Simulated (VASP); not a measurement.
# CoGe3Pd (Pm-3m) in VASP: single point with PBE

Aim: the single point of CoGe3Pd with PBE.

Everything below comes from runs of VASP 6.6.1. Logs are shortened: lines on timing, memory, paths and dates and some standing lists are left out, and cuts for length are marked.

### Step 1. The cell of the first run

Symmetry: Pm-3m, No. 221, cubic system. The conventional cell has a = 4.818 Å, b = 4.818 Å, c = 4.818 Å, α = 90.00°, β = 90.00°, γ = 90.00°. Co (site symmetry m-3m) has 12 Ge at 3.41 Å and 8 Pd at 4.17 Å within 4.5 Å. Ge (site symmetry 4/mmm) has 2 Pd at 2.41 Å within 3.2 Å. Within 3.2 Å of Pd (site symmetry m-3m) lie 6 Ge at 2.41 Å.

The cell was generated, and may not be a known phase.

### Step 2. Single point, PBE, collinear spin, ferromagnetic start

Contents of INCAR:

```
SYSTEM = CoGe3Pd
PREC     = Accurate       ! precision mode
ENCUT    = 520            ! plane-wave cutoff, eV
EDIFF    = 1E-6           ! SCF threshold, eV
ISMEAR   = 0              ! smearing method
SIGMA    = 0.1            ! smearing width, eV
LREAL    = .False.        ! projectors in reciprocal space
LASPH    = .True.         ! aspherical terms in the spheres
NELM     = 150            ! most SCF steps
ALGO     = Normal         ! electronic algorithm
ISIF     = 2              ! what is computed and relaxed
LWAVE    = .False.        ! write WAVECAR
LCHARG   = .True.         ! write CHGCAR
ISPIN    = 2              ! spin polarisation
MAGMOM   = 2.41 0 0 0 0   ! initial moments
LORBIT   = 11             ! projections on sites
LMAXMIX  = 4              ! l up to which the mixer works
GGA      = PE             ! functional
LELF     = .True.         ! ELF
LVHAR    = .True.       
NBANDS   = 42             ! bands
```

Contents of KPOINTS:

```
Automatic mesh
0
Gamma
  8 8 8
  0 0 0
```

Contents of POSCAR:

```
CoGe3Pd
1.0
    4.8184764526      0.0000000000      0.0000000000
    0.0000000000      4.8184764526      0.0000000000
    0.0000000000      0.0000000000      4.8184764526
Co Ge Pd
1 3 1
Direct
    0.0000000000      0.0000000000      0.0000000000
    0.0000000000      0.5000000000      0.5000000000
    0.5000000000      0.0000000000      0.5000000000
    0.5000000000      0.5000000000      0.0000000000
    0.5000000000      0.5000000000      0.5000000000
```

Potentials or basis: VASP PAW PBE potentials, release 64 (Co, Ge_d, Pd).

On the command line:

```sh
$ cat potpaw_PBE.64/Co/POTCAR potpaw_PBE.64/Ge_d/POTCAR potpaw_PBE.64/Pd/POTCAR > POTCAR
$ mpirun -np 1 vasp_std > vasp.out
```

OUTCAR:

```text
SYSTEM = CoGe3Pd
   PREC = Accurate
   ENCUT = 520
   EDIFF = 1E-6
   ISMEAR = 0
   LREAL = .False.
   LASPH = .True.
   NELM = 150
   ISIF = 2
   ISPIN = 2
   LORBIT = 11
   GGA = PE

 ion  position               nearest neighbor table
   1  0.000  0.000  0.000-
   2  0.000  0.500  0.500-   5 2.41   5 2.41
   3  0.500  0.000  0.500-   5 2.41   5 2.41
   4  0.500  0.500  0.000-   5 2.41   5 2.41
   5  0.500  0.500  0.500-   2 2.41   3 2.41   4 2.41   4 2.41   3 2.41   2 2.41

  LATTYP: Found a simple cubic cell.
 ALAT       =     4.8184764526

  Lattice vectors:

 A1 = (   4.8184764526,   0.0000000000,   0.0000000000)
 A2 = (   0.0000000000,   4.8184764526,   0.0000000000)
 A3 = (   0.0000000000,   0.0000000000,   4.8184764526)

Analysis of symmetry for initial positions (statically):
=====================================================================
 Subroutine PRICEL returns:
 Original cell was already a primitive cell.

 Routine SETGRP: Setting up the symmetry group for a
 simple cubic supercell.

 Subroutine GETGRP returns: Found 48 space group operations
 (whereof 48 operations were pure point group operations)
 out of a pool of 48 trial point group operations.

The static configuration has the point symmetry O_h .

Analysis of symmetry for dynamics (positions and initial velocities):
=====================================================================
 Subroutine PRICEL returns:
 Original cell was already a primitive cell.

 Routine SETGRP: Setting up the symmetry group for a
 simple cubic supercell.

 Subroutine GETGRP returns: Found 48 space group operations
 (whereof 48 operations were pure point group operations)
 out of a pool of 48 trial point group operations.

The dynamic configuration has the point symmetry O_h .

Analysis of structural, dynamic, and magnetic symmetry:
=====================================================================
 Subroutine PRICEL returns:
 Original cell was already a primitive cell.

 Routine SETGRP: Setting up the symmetry group for a
 simple cubic supercell.

 Subroutine GETGRP returns: Found 48 space group operations
 (whereof 48 operations were pure point group operations)
 out of a pool of 48 trial point group operations.

The overall configuration has the point symmetry O_h .

 Subroutine INISYM returns: Found 48 space group operations
 (whereof 48 operations are pure point group operations),
 and found     1 'primitive' translations

----------------------------------------------------------------------------------------

                                     Primitive cell

  volume of cell :     111.8740

  direct lattice vectors                    reciprocal lattice vectors
     4.818476453  0.000000000  0.000000000     0.207534479  0.000000000  0.000000000
     0.000000000  4.818476453  0.000000000     0.000000000  0.207534479  0.000000000
     0.000000000  0.000000000  4.818476453     0.000000000  0.000000000  0.207534479

  length of vectors
     4.818476453  4.818476453  4.818476453     0.207534479  0.207534479  0.207534479

  position of ions in fractional coordinates (direct lattice)
     0.000000000  0.000000000  0.000000000
     0.000000000  0.500000000  0.500000000
     0.500000000  0.000000000  0.500000000
     0.500000000  0.500000000  0.000000000
     0.500000000  0.500000000  0.500000000

  ion indices of the primitive-cell ions
   primitive index   ion index
                 1           1
                 2           2
                 3           3
                 4           4
                 5           5

----------------------------------------------------------------------------------------

 KPOINTS: Automatic mesh

Automatic generation of k-mesh.
 Grid dimensions read from file:
 generate k-points for:    8    8    8

 Generating k-lattice:

  Cartesian coordinates                     Fractional coordinates (reciprocal lattice)
     0.025941810  0.000000000  0.000000000     0.125000000  0.000000000  0.000000000
     0.000000000  0.025941810  0.000000000     0.000000000  0.125000000  0.000000000
     0.000000000  0.000000000  0.025941810     0.000000000  0.000000000  0.125000000

  Length of vectors
     0.025941810  0.025941810  0.025941810

  Shift w.r.t. Gamma in fractional coordinates (k-lattice)
     0.000000000  0.000000000  0.000000000

 Subroutine IBZKPT returns following result:
 ===========================================

 Found     35 irreducible k-points:

 Following reciprocal coordinates:
            Coordinates               Weight
  0.000000  0.000000  0.000000      1.000000
  0.125000  0.000000  0.000000      6.000000
  0.250000  0.000000  0.000000      6.000000
  0.375000  0.000000  0.000000      6.000000
  0.500000  0.000000  0.000000      3.000000
  0.125000  0.125000  0.000000     12.000000
[... 16 lines left out ...]
  0.375000  0.375000  0.125000     24.000000
  0.500000  0.375000  0.125000     24.000000
 [... further k-points ...]
   k-points           NKPTS =     35   k-points in BZ     NKDIM =     35   number of bands    NBANDS=     42
   number of dos      NEDOS =    301   number of ions     NIONS =      5
   total plane-waves  NPLWV =  46656
   dimension x,y,z NGX =    36 NGY =   36 NGZ =   36
   dimension x,y,z NGXF=    72 NGYF=   72 NGZF=   72
   ions per type =               1   3   1
   NGX,Y,Z   is equivalent  to a cutoff of  12.42, 12.42, 12.42 a.u.
   NGXF,Y,Z  is equivalent  to a cutoff of  24.84, 24.84, 24.84 a.u.
 SYSTEM =  CoGe3Pd
   PREC   = accura    normal or accurate (medium, high low for compatibility)
   ISTART =      0    job   : 0-new  1-cont  2-samecut
   ICHARG =      2    charge: 1-file 2-atom 10-const
   ISPIN  =      2    spin polarized calculation?
   LNONCOLLINEAR =      F non collinear calculations
   LSORBIT =      F    spin-orbit coupling
   LASPH  =      T    aspherical Exc in radial PAW
   ENCUT  =  520.0 eV  38.22 Ry    6.18 a.u.   8.96  8.96  8.96*2*pi/ulx,y,z
   NELM   =    150;   NELMIN=  2; NELMDL= -5     # of ELM steps
   EDIFF  = 0.1E-05   stopping-criterion for ELM
   LREAL  =      F    real-space projection
[... 7 lines left out ...]
   TEBEG  =    0.0;   TEEND  =   0.0 temperature during run
   PSTRESS=    0.0 pullay stress
   NELECT =      61.0000    total number of electrons
   NUPDOWN=      -1.0000    fix difference up-down
   EMIN   =  10.00;   EMAX   =-10.00  energy-range for DOS
   EFERMI =   0.00;   METHOD = LEGACY
   ISMEAR =     0;   SIGMA  =   0.10  broadening in eV -4-tet -1-fermi 0-gaus
   EFERMI_NEDOS =   21; number of points for ismear=-14 and -15
   IALGO  =     38    algorithm
   IMIX   =      4    mixing-type and parameters
     AMIX     =   0.40;   BMIX     =  1.00
     AMIX_MAG =   1.60;   BMIX_MAG =  1.00
  volume/ion in A,a.u.               =      22.37       150.99
  Fermi-wavevector in a.u.,A,eV,Ry     =   1.337442  2.527399 24.337445  1.788752
  Thomas-Fermi vector in A             =   2.465991
   LORBIT       =     11    0 simple, 1 ext, 2 COOP (PROOUT), +10 PAW based schemes
   GGA     = PE    functional components
   LHFCALC =     F    Hartree Fock is set to
   AEXX    =    0.0000 exact exchange contribution
   IVDW    =     0    specifies the selected vdW correction
   LEPSILON=     F    determine dielectric tensor
   LRPA    =     F    only Hartree local field effects (RPA)
 spin polarized calculation
 Gauss-broadening in eV      SIGMA  =   0.10
  energy-cutoff  :      520.00
  volume of cell :      111.87
 maximum number of plane-waves:      3036
 NGX is ok and might be reduce to    36
   NGX = 17   NGY = 17   NGZ = 17

 number of electron      60.9999904 magnetization       1.8420788

 Free energy of the ion-electron system (eV)
  ---------------------------------------------------
  ext. energy  EPLUGINS =         0.00000000
  ---------------------------------------------------
  free energy    TOTEN  =       -21.75624210 eV

  energy without entropy =      -21.73930492  energy(sigma->0) =      -21.74777351

 E-fermi :   4.8920     XC(G=0): -10.1992

 val. band max:        4.8764678498   @ k =   0.5000   0.2500   0.0000
 cond. band min:       4.9003248493   @ k =   0.2500   0.2500   0.1250
 fundamental gap:      0.0238569995
 Fermi energy:         4.8919907041

 spin component 1

 k-point     1 :       0.0000    0.0000    0.0000
  band No.  band energies     occupation
      1     -19.9821      1.00000
      2     -19.9821      1.00000
      3     -19.9760      1.00000
      4     -19.9760      1.00000
      5     -19.9760      1.00000
      6     -19.9610      1.00000
[... 34 lines left out ...]
     41      11.3149      0.00000
     42      12.9162      0.00000
[... 994 lines left out ...]
      2     -19.9780      1.00000
      3     -19.9762      1.00000
      4     -19.9743      1.00000
      5     -19.9729      1.00000
      6     -19.9712      1.00000
[... 34 lines left out ...]
     41      12.1124      0.00000
     42      13.7963      0.00000

 [... further k-points ...]

 spin component 2

 k-point     1 :       0.0000    0.0000    0.0000
  band No.  band energies     occupation
      1     -19.9914      1.00000
      2     -19.9914      1.00000
      3     -19.9845      1.00000
      4     -19.9845      1.00000
      5     -19.9845      1.00000
      6     -19.9700      1.00000
[... 34 lines left out ...]
     41      11.4308      0.00000
     42      12.9336      0.00000
[... 994 lines left out ...]
      2     -19.9871      1.00000
      3     -19.9853      1.00000
      4     -19.9828      1.00000
      5     -19.9820      1.00000
      6     -19.9797      1.00000
[... 34 lines left out ...]
     41      12.2328      0.00000
     42      13.7649      0.00000

 [... further k-points ...]
[... 5 lines left out ...]
  --------------------------------------------------------------------------------------
  -------------------------------------------------------------------------------------
  Total        0.0552596      0.0552596      0.0552596     -0.0000000     -0.0000000      0.0000000
  in kB        0.7913868      0.7913868      0.7913868     -0.0000000     -0.0000000      0.0000000
  external PRESSURE =       0.7913868 kB  Pullay stress =       0.0000000 kB

 VOLUME and BASIS-vectors are now :
 -----------------------------------------------------------------------------
  energy-cutoff  :      520.00
  volume of cell :      111.87
      direct lattice vectors                 reciprocal lattice vectors
     4.818476453  0.000000000  0.000000000     0.207534479  0.000000000  0.000000000
     0.000000000  4.818476453  0.000000000     0.000000000  0.207534479  0.000000000
     0.000000000  0.000000000  4.818476453     0.000000000  0.000000000  0.207534479

 POSITION                                       TOTAL-FORCE (eV/Angst)
 -----------------------------------------------------------------------------------
      0.00000      0.00000      0.00000         0.000000      0.000000      0.000000
      0.00000      2.40924      2.40924         0.000000      0.000000      0.000000
      2.40924      0.00000      2.40924         0.000000      0.000000      0.000000
      2.40924      2.40924      0.00000         0.000000      0.000000      0.000000
      2.40924      2.40924      2.40924         0.000000      0.000000      0.000000
 -----------------------------------------------------------------------------------
    total drift:                                0.000000      0.000000      0.000000

  FREE ENERGIE OF THE ION-ELECTRON SYSTEM (eV)
  ---------------------------------------------------
  free  energy   TOTEN  =       -21.7562420993 eV

  energy  without entropy=      -21.7393049233  energy(sigma->0) =      -21.74777351

 total charge

# of ion       s       p       d       tot
------------------------------------------
    1        0.326   0.099   7.192   7.616
    2        1.261   0.899  10.018  12.178
    3        1.261   0.899  10.018  12.178
    4        1.261   0.899  10.018  12.178
    5        0.580   0.720   8.679   9.979
--------------------------------------------------
tot          4.687   3.517  45.924  54.128

 magnetization (x)

# of ion       s       p       d       tot
------------------------------------------
    1        0.036   0.010   1.952   1.998
    2       -0.001  -0.029  -0.001  -0.030
    3       -0.001  -0.029  -0.001  -0.030
    4       -0.001  -0.029  -0.001  -0.030
    5       -0.003   0.003  -0.014  -0.014
--------------------------------------------------
tot          0.031  -0.074   1.936   1.893
```

Run time: 6.5 min. Hardware: 1 thread of Intel Xeon Platinum 8175M at 2.50GHz (Skylake/Cascade Lake), shared host; peak memory 0.4 GiB.

Results:

```
Free energy                                           : -21.7562 eV
Pressure                                              : 0.1 GPa
Net moment                                            : 1.84 μB per cell
Site moments                                          : Co +2.00; Ge -0.03; Pd -0.01 μB
Valence electrons inside the program's atomic spheres : Co 7.62; Ge 12.18; Pd 9.98
```
